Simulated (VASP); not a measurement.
# TiAl (P4/mmm) in VASP: a series of runs, part 3 of 3

VASP 6.6.1. Earlier steps stand in the parts before.

## 5. Single point, PBEsol (16.98 Å³/atom)

The input, INCAR:

```
PREC = Accurate ; ENCUT = 520
EDIFF = 1E-6 ; ISMEAR = 0
SIGMA = 0.15 ; LREAL = F
LASPH = T ; NELM = 60
ALGO = Fast ; ISIF = 2
LWAVE = F ; LCHARG = T
GGA = PS ; LELF = T
LVHAR = T ; NBANDS = 14
```

The input, KPOINTS:

```
regular mesh
0
Gamma
  16 16 16
```

The input, POSCAR:

```
TiAl
1.0
    3.3916843522      0.0000000000      0.0000000000
    0.0000000000      3.3916843522      0.0000000000
    0.0000000000      0.0000000000      2.9514437232
Ti Al
1 1
Direct
    0.0000000000      0.0000000000      0.0000000000
    0.5000000000      0.5000000000      0.5000000000
```

Run with:

```
$ cat potpaw_PBE.64/Ti_sv/POTCAR potpaw_PBE.64/Al/POTCAR > POTCAR
$ mpirun -np 1 vasp_std > vasp.out
```

It took 9.1 min on 1 thread of Intel Xeon 8259CL, shared host; peak memory 0.31 GiB.

Results (log left out):

```
Free energy            : -12.9464 eV
Pressure               : -7.2 GPa
Band gap on the k mesh : zero (an odd number of electrons rules out a gap without spin polarisation)
```

Stress tensor (GPa, compression positive):
```
-6.78  0.00  0.00
 0.00 -6.78  0.00
 0.00  0.00 -7.93
```

Levels at points of the mesh, in eV from the Fermi level:
```
           k point  band 5  band 6  band 7  band 8  band 9  band 10
(0.00, 0.00, 0.00)   -8.95   -1.40   -1.17    1.31    2.07     2.07
(0.50, 0.00, 0.00)   -6.27   -5.06   -0.59   -0.35    1.19     2.18
(0.50, 0.50, 0.00)   -5.37   -2.41   -2.41   -1.57    1.46     1.46
(0.00, 0.00, 0.50)   -4.93   -4.68   -0.22   -0.22   -0.16     1.69
(0.50, 0.00, 0.50)   -4.41   -2.09   -1.31   -1.15    0.27     0.60
(0.50, 0.50, 0.50)   -2.83   -2.78   -2.78    0.57    2.41     2.75
```

Caveat: the cell stands under tension; the PAW data sets were made with another functional, which shifts forces and pressure a little.

## 6. Single point, PBEsol (16.98 Å³/atom)

The input, INCAR:

```
PREC = Accurate ; ENCUT = 520
EDIFF = 1E-6 ; ISMEAR = 0
SIGMA = 0.15 ; LREAL = F
LASPH = T ; NELM = 60
ALGO = Fast ; ISIF = 2
LWAVE = F ; LCHARG = F
GGA = PS ; NBANDS = 14
```

The input, KPOINTS:

```
Automatic mesh
0
Gamma
  16 16 16
```

The input, POSCAR:

```
TiAl
1.0
    2.8837292645      0.0000000000      0.0000000000
    0.0000000000      2.8837292645      0.0000000000
    0.0000000000      0.0000000000      4.0827838927
Ti Al
1 1
Direct
    0.0000000000      0.0000000000      0.0000000000
    0.5000000000      0.5000000000      0.5000000000
```

Potentials or basis: VASP PAW PBE potentials, release 64 (Ti_sv, Al).

Run with:

```
$ cat potpaw_PBE.64/Ti_sv/POTCAR potpaw_PBE.64/Al/POTCAR > POTCAR
$ mpirun -np 1 vasp_std > vasp.out
```

OUTCAR:

```text
PREC = Accurate
   ENCUT = 520
   EDIFF = 1E-6
   ISMEAR = 0
   LREAL = F
   LASPH = T
   NELM = 60
   ISIF = 2
   GGA = PS

 ion  position               nearest neighbor table
   1  0.000  0.000  0.000-   2 2.89   2 2.89   2 2.89   2 2.89   2 2.89   2 2.89   2 2.89   2 2.89

   2  0.500  0.500  0.500-   1 2.89   1 2.89   1 2.89   1 2.89   1 2.89   1 2.89   1 2.89   1 2.89

  LATTYP: Found a simple tetragonal cell.
 ALAT       =     2.8837292645
 C/A-ratio  =     1.4158000000

  Lattice vectors:

 A1 = (   2.8837292645,   0.0000000000,   0.0000000000)
 A2 = (   0.0000000000,   2.8837292645,   0.0000000000)
 A3 = (   0.0000000000,   0.0000000000,   4.0827838927)

Analysis of symmetry for initial positions (statically):
=====================================================================
 Subroutine PRICEL returns:
 Original cell was already a primitive cell.

 Routine SETGRP: Setting up the symmetry group for a
 simple tetragonal supercell.

 Subroutine GETGRP returns: Found 16 space group operations
 (whereof 16 operations were pure point group operations)
 out of a pool of 16 trial point group operations.

The static configuration has the point symmetry D_4h.

Analysis of symmetry for dynamics (positions and initial velocities):
=====================================================================
 Subroutine PRICEL returns:
 Original cell was already a primitive cell.

 Routine SETGRP: Setting up the symmetry group for a
 simple tetragonal supercell.

 Subroutine GETGRP returns: Found 16 space group operations
 (whereof 16 operations were pure point group operations)
 out of a pool of 16 trial point group operations.

The dynamic configuration has the point symmetry D_4h.

 Subroutine INISYM returns: Found 16 space group operations
 (whereof 16 operations are pure point group operations),
 and found     1 'primitive' translations

----------------------------------------------------------------------------------------

                                     Primitive cell

  volume of cell :      33.9520

  direct lattice vectors                    reciprocal lattice vectors
     2.883729264  0.000000000  0.000000000     0.346773191  0.000000000  0.000000000
     0.000000000  2.883729264  0.000000000     0.000000000  0.346773191  0.000000000
     0.000000000  0.000000000  4.082783893     0.000000000  0.000000000  0.244930916

  length of vectors
     2.883729264  2.883729264  4.082783893     0.346773191  0.346773191  0.244930916

  position of ions in fractional coordinates (direct lattice)
     0.000000000  0.000000000  0.000000000
     0.500000000  0.500000000  0.500000000

  ion indices of the primitive-cell ions
   primitive index   ion index
                 1           1
                 2           2

----------------------------------------------------------------------------------------

 KPOINTS: Automatic mesh

Automatic generation of k-mesh.
 Grid dimensions read from file:
 generate k-points for:   16   16   16

 Generating k-lattice:

[... 41 lines left out ...]
  0.500000  0.125000  0.000000      4.000000
 [... further k-points ...]
   k-points           NKPTS =    405   k-points in BZ     NKDIM =    405   number of bands    NBANDS=     14
   number of dos      NEDOS =    301   number of ions     NIONS =      2
   total plane-waves  NPLWV =  17280
   dimension x,y,z NGX =    24 NGY =   24 NGZ =   30
   dimension x,y,z NGXF=    48 NGYF=   48 NGZF=   60
   ions per type =               1   1
   NGX,Y,Z   is equivalent  to a cutoff of  13.84, 13.84, 12.22 a.u.
   NGXF,Y,Z  is equivalent  to a cutoff of  27.67, 27.67, 24.43 a.u.
 SYSTEM =  unknown system
   PREC   = accura    normal or accurate (medium, high low for compatibility)
   ISTART =      0    job   : 0-new  1-cont  2-samecut
   ICHARG =      2    charge: 1-file 2-atom 10-const
   ISPIN  =      1    spin polarized calculation?
   LNONCOLLINEAR =      F non collinear calculations
   LSORBIT =      F    spin-orbit coupling
   LASPH  =      T    aspherical Exc in radial PAW
   ENCUT  =  520.0 eV  38.22 Ry    6.18 a.u.   5.36  5.36  7.59*2*pi/ulx,y,z
   NELM   =     60;   NELMIN=  2; NELMDL= -5     # of ELM steps
   EDIFF  = 0.1E-05   stopping-criterion for ELM
   LREAL  =      F    real-space projection
   EDIFFG = 0.1E-04   stopping-criterion for IOM
   NSW    =      0    number of steps for IOM
   IBRION =     -1    ionic relax: 0-MD 1-quasi-New 2-CG
   NFREE  =      0    steps in history (QN), initial steepest desc. (CG)
   ISIF   =      2    stress and relaxation
   ISYM   =      2    0-nonsym 1-usesym 2-fastsym
   POTIM  = 0.5000    time-step for ionic-motion
   TEBEG  =    0.0;   TEEND  =   0.0 temperature during run
   PSTRESS=    0.0 pullay stress
   NELECT =      15.0000    total number of electrons
   NUPDOWN=      -1.0000    fix difference up-down
   EMIN   =  10.00;   EMAX   =-10.00  energy-range for DOS
   EFERMI =   0.00;   METHOD = LEGACY
   ISMEAR =     0;   SIGMA  =   0.15  broadening in eV -4-tet -1-fermi 0-gaus
   EFERMI_NEDOS =   21; number of points for ismear=-14 and -15
   IALGO  =     68    algorithm
   IMIX   =      4    mixing-type and parameters
     AMIX     =   0.40;   BMIX     =  1.00
     AMIX_MAG =   1.60;   BMIX_MAG =  1.00
  volume/ion in A,a.u.               =      16.98       114.56
  Fermi-wavevector in a.u.,A,eV,Ry     =   1.246857  2.356219 21.152344  1.554653
  Thomas-Fermi vector in A             =   2.381016
   LORBIT       =      0    0 simple, 1 ext, 2 COOP (PROOUT), +10 PAW based schemes
   GGA     = PS    functional components
   LHFCALC =     F    Hartree Fock is set to
   AEXX    =    0.0000 exact exchange contribution
   IVDW    =     0    specifies the selected vdW correction
   LEPSILON=     F    determine dielectric tensor
   LRPA    =     F    only Hartree local field effects (RPA)
 non-spin polarized calculation
 RMM-DIIS sequential band-by-band and
 Gauss-broadening in eV      SIGMA  =   0.15
  energy-cutoff  :      520.00
  volume of cell :       33.95
 maximum number of plane-waves:       929
 NGX is ok and might be reduce to    24
   NGX = 11   NGY = 11   NGZ = 15

 number of electron      15.0000008 magnetization

 Free energy of the ion-electron system (eV)
  ---------------------------------------------------
  ext. energy  EPLUGINS =         0.00000000
  ---------------------------------------------------
  free energy    TOTEN  =       -13.19791803 eV

  energy without entropy =      -13.17625773  energy(sigma->0) =      -13.18708788

 E-fermi :   7.7778     XC(G=0): -10.9452

 val. band max:        7.7726267761   @ k =   0.1250   0.1250   0.1875
 cond. band min:       7.7779040595   @ k =   0.2500   0.1250   0.2500
 fundamental gap:      0.0052772834
 Fermi energy:         7.7778404282

 k-point     1 :       0.0000    0.0000    0.0000
  band No.  band energies     occupation
      1     -48.7296      2.00000
      2     -25.2144      2.00000
      3     -24.8210      2.00000
      4     -24.8210      2.00000
      5      -1.0345      2.00000
      6       6.0254      2.00000
      7       6.9945      2.00000
      8       7.5555      1.96390
      9       9.7728      0.00000
     10       9.7728      0.00000
     11      10.8076      0.00000
     12      13.7883      0.00000
     13      15.6197      0.00000
     14      15.6197      0.00000
[... 377 lines left out ...]
      1     -48.6771      2.00000
      2     -25.2075      2.00000
      3     -25.1613      2.00000
      4     -24.8423      2.00000
      5       3.3744      2.00000
      6       3.6501      2.00000
      7       6.3789      2.00000
      8       7.8382      0.56948
      9       8.8753      0.00000
     10       9.4693      0.00000
     11      11.7968      0.00000
     12      13.6680      0.00000
     13      13.7395      0.00000
     14      15.2783      0.00000

 [... further k-points ...]

------------------------ aborting loop because EDIFF is reached ----------------------------------------

  FORCE on cell =-STRESS in cart. coord.  units (eV):
  Direction    XX          YY          ZZ          XY          YZ          ZX
  --------------------------------------------------------------------------------------
  -------------------------------------------------------------------------------------
  Total       -1.7289819     -1.7289819     -1.3895567      0.0000000      0.0000000      0.0000000
  in kB      -81.5897603    -81.5897603    -65.5724642      0.0000000      0.0000000      0.0000000
  external PRESSURE =     -76.2506616 kB  Pullay stress =       0.0000000 kB

 VOLUME and BASIS-vectors are now :
 -----------------------------------------------------------------------------
  energy-cutoff  :      520.00
  volume of cell :       33.95
      direct lattice vectors                 reciprocal lattice vectors
     2.883729264  0.000000000  0.000000000     0.346773191  0.000000000  0.000000000
     0.000000000  2.883729264  0.000000000     0.000000000  0.346773191  0.000000000
     0.000000000  0.000000000  4.082783893     0.000000000  0.000000000  0.244930916

 POSITION                                       TOTAL-FORCE (eV/Angst)
 -----------------------------------------------------------------------------------
      0.00000      0.00000      0.00000         0.000000      0.000000      0.000000
      1.44186      1.44186      2.04139         0.000000      0.000000      0.000000
 -----------------------------------------------------------------------------------
    total drift:                               -0.000000      0.000000      0.000000

  FREE ENERGIE OF THE ION-ELECTRON SYSTEM (eV)
  ---------------------------------------------------
  free  energy   TOTEN  =       -13.1979180314 eV

  energy  without entropy=      -13.1762577324  energy(sigma->0) =      -13.18708788
```

stdout:

```text
POSCAR found type information on POSCAR TiAl
 POSCAR found :  2 types and       2 ions
 scaLAPACK will be used
 -----------------------------------------------------------------------------
|                                                                             |
|                                                                             |
|     You enforced a specific xc type in the INCAR file but a different       |
|     I HOPE YOU KNOW WHAT YOU ARE DOING!                                     |
|                                                                             |
 -----------------------------------------------------------------------------

 LDA part: xc-table for (Slater+PW92), standard interpolation
 POSCAR, INCAR and KPOINTS ok, starting setup
 FFT: planning ... GRIDC
 FFT: planning ... GRID_SOFT
 FFT: planning ... GRID
 WAVECAR not read
 entering main loop
WARNING in EDDRMM: call to ZHEGV failed, returncode =   6  3     12
WARNING in EDDRMM: call to ZHEGV failed, returncode =   8  4      2
WARNING in EDDRMM: call to ZHEGV failed, returncode =   6  3      6
WARNING in EDDRMM: call to ZHEGV failed, returncode =   8  4      8
WARNING in EDDRMM: call to ZHEGV failed, returncode =   8  4      5
```

Run time: 4.9 min. Hardware: 1 thread of Intel Xeon 8259CL, shared host; peak memory 0.31 GiB.

What came out:

```yaml
Free_energy: -13.1979 eV
Pressure: -7.6 GPa
Band_gap_on_the_k_mesh: zero (an odd number of electrons rules out a gap without spin polarisation)
```

Caveat: the cell stands under tension; the PAW data sets were made with another functional, which shifts forces and pressure a little.

## 7. Single point, PBEsol (16.98 Å³/atom)

The input, INCAR:

```
SYSTEM = TiAl
ALGO = Fast
EDIFF = 1E-6
ENCUT = 520
GGA = PS
ISIF = 2
ISMEAR = 0
LASPH = .TRUE.
LCHARG = .TRUE.
LELF = .TRUE.
LREAL = .FALSE.
LVHAR = .TRUE.
LWAVE = .FALSE.
NBANDS = 14
NELM = 100
PREC = Accurate
SIGMA = 0.15
```

The input, KPOINTS:

```
k-points
0
G
  16 16 16
  0 0 0
```

The input, POSCAR:

```
TiAl
1.0
    3.0205420412      0.0000000000      0.0000000000
    0.0000000000      3.0205420412      0.0000000000
    0.0000000000      0.0000000000      3.7213077947
Ti Al
1 1
Direct
    0.0000000000      0.0000000000      0.0000000000
    0.5000000000      0.5000000000      0.5000000000
```

Potentials or basis: VASP PAW PBE potentials, release 64 (Ti_sv, Al).

Run with:

```
$ cat potpaw_PBE.64/Ti_sv/POTCAR potpaw_PBE.64/Al/POTCAR > POTCAR
$ mpirun -np 1 vasp_std > vasp.out
```

OUTCAR:

```text
SYSTEM = TiAl
   EDIFF = 1E-6
   ENCUT = 520
   GGA = PS
   ISIF = 2
   ISMEAR = 0
   LASPH = .TRUE.
   LREAL = .FALSE.
   NELM = 100
   PREC = Accurate

 ion  position               nearest neighbor table
   1  0.000  0.000  0.000-   2 2.83   2 2.83   2 2.83   2 2.83   2 2.83   2 2.83   2 2.83   2 2.83

   2  0.500  0.500  0.500-   1 2.83   1 2.83   1 2.83   1 2.83   1 2.83   1 2.83   1 2.83   1 2.83

  LATTYP: Found a simple tetragonal cell.
 ALAT       =     3.0205420412
 C/A-ratio  =     1.2320000000

  Lattice vectors:

[... 598 lines left out ...]

  FORCE on cell =-STRESS in cart. coord.  units (eV):
  Direction    XX          YY          ZZ          XY          YZ          ZX
  --------------------------------------------------------------------------------------
  -------------------------------------------------------------------------------------
  Total       -2.1985198     -2.1985198     -0.4952796      0.0000000      0.0000000      0.0000000
  in kB     -103.7470120   -103.7470120    -23.3719901      0.0000000      0.0000000      0.0000000
  external PRESSURE =     -76.9553380 kB  Pullay stress =       0.0000000 kB

 VOLUME and BASIS-vectors are now :
 -----------------------------------------------------------------------------
  energy-cutoff  :      520.00
  volume of cell :       33.95
      direct lattice vectors                 reciprocal lattice vectors
     3.020542041  0.000000000  0.000000000     0.331066407  0.000000000  0.000000000
     0.000000000  3.020542041  0.000000000     0.000000000  0.331066407  0.000000000
     0.000000000  0.000000000  3.721307795     0.000000000  0.000000000  0.268722733

 POSITION                                       TOTAL-FORCE (eV/Angst)
 -----------------------------------------------------------------------------------
      0.00000      0.00000      0.00000         0.000000      0.000000      0.000000
      1.51027      1.51027      1.86065         0.000000      0.000000      0.000000
 -----------------------------------------------------------------------------------
    total drift:                                0.000000      0.000000      0.000000

  FREE ENERGIE OF THE ION-ELECTRON SYSTEM (eV)
  ---------------------------------------------------
  free  energy   TOTEN  =       -13.0945814205 eV

  energy  without entropy=      -13.0692949394  energy(sigma->0) =      -13.08193818
```

Run time: 4.2 min. Hardware: 1 thread of Intel Xeon 8259CL, shared host; peak memory 0.31 GiB.

Results:

```
Free energy            : -13.0946 eV
Pressure               : -7.7 GPa
Band gap on the k mesh : zero (an odd number of electrons rules out a gap without spin polarisation)
```

Caveat: the cell stands under tension; the PAW data sets were made with another functional, which shifts forces and pressure a little.

## 8. The runs side by side

| cell | further INCAR settings | gap on the mesh (eV) | pressure (GPa) |
| --- | --- | --- | --- |
| a = 3.091, b = 3.091, c = 3.553 Å, 2 atoms | ALGO = Fast; EDIFF = 1e-06; NBANDS = 14 | none | -7.7 |
| a = 2.951, b = 2.951, c = 3.898 Å, 2 atoms | ALGO = Fast; EDIFF = 1e-07; NBANDS = 14 | none | -7.7 |
| a = 2.818, b = 2.818, c = 4.276 Å, 2 atoms | ALGO = Fast; EDIFF = 1e-07; NBANDS = 14 | none | -7.6 |
| a = 3.392, b = 3.392, c = 2.951 Å, 2 atoms | ALGO = Fast; EDIFF = 1e-06; NBANDS = 14 | none | -7.2 |
| a = 2.884, b = 2.884, c = 4.083 Å, 2 atoms | ALGO = Fast; EDIFF = 1e-06; NBANDS = 14 | none | -7.6 |
| a = 3.021, b = 3.021, c = 3.721 Å, 2 atoms | ALGO = Fast; EDIFF = 1e-06; NBANDS = 14 | none | -7.7 |

Alike in all rows: task single point; level PBEsol; potentials or basis VASP PAW PBE potentials, release 64 (Ti_sv, Al); no spin polarisation; k mesh 16 × 16 × 16; cutoff (eV) 520; smearing gaussian 0.15 eV.

Caveats: the cell stands under tension; the PAW data sets were made with another functional, which shifts forces and pressure a little.

Absolute energies hang on the potentials; compare differences alone.
